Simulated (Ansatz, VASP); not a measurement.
One calculation of BP, two programs

```
CELL_PARAMETERS angstrom
0.00000 2.45052 2.45052
2.45052 0.00000 2.45052
2.45052 2.45052 0.00000
ATOMIC_POSITIONS crystal
B 0.00000 0.00000 0.00000
P 0.75000 0.75000 0.75000
```

Change from the starting cell: strain +0.080 along x and y, +0.080 along z, atoms carried along.

Alike in both runs: task single point; functional r2SCAN; k mesh 10 × 10 × 10; occupations gaussian, width 0.05 eV; no spin polarisation.

```csv
,VASP,Ansatz
version,VASP 6.6.1,Ansatz 0.2.0
potentials or method,"VASP PAW PBE potentials, release 64 (B, P), cutoff 520 eV","scalar-relativistic, plane waves, PAW"
valence electrons in the cell,8,8
```

|  | VASP | Ansatz | Ansatz less VASP |
| --- | --- | --- | --- |
| gap on the k mesh at the Fermi level (eV) | 1.72 | 1.69 | -0.030 |
| least direct gap on the mesh (eV) | 3.38 | 3.34 | -0.037 |
| pressure (GPa) | -25.4 | -25.1 | +0.34 |

VASP's potentials were made for PBE, not for r2SCAN. The functional is the same, so the differences come from potentials, cutoffs and numerics.
